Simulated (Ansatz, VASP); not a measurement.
# One calculation of GaN, two programs

```
Ga N
1.0
     2.24012    2.24012    0.00000
    -2.24012    2.24012    0.00000
     0.00000    0.00000    4.61774
Ga N
2 2
Cartesian
  0.0000 0.0000 0.0000
  0.0000 2.2401 2.3089
  1.1201 1.1201 1.1544
  -1.1201 1.1201 3.4633
```

Alike in both runs: task single point; functional PBE; k mesh 8 × 8 × 6; occupations gaussian, width 0.02 eV; no spin polarisation.

|  | VASP | Ansatz |
| --- | --- | --- |
| version | VASP 6.6.1 | Ansatz 0.2.0 |
| potentials or method | VASP PAW PBE potentials, release 64 (Ga_d, N), cutoff 520 eV | scalar-relativistic, plane waves, PAW |
| valence electrons in the cell | 36 | 36 |

```csv
,VASP,Ansatz,Ansatz less VASP
gap on the k mesh at the Fermi level (eV),1.59,1.59,-0.007
least direct gap on the mesh (eV),1.59,1.59,-0.007
pressure (GPa),2.8,2.6,-0.12
"traceless stress, the component that is largest in VASP (GPa)",-2.64,-2.63,+0.015
```
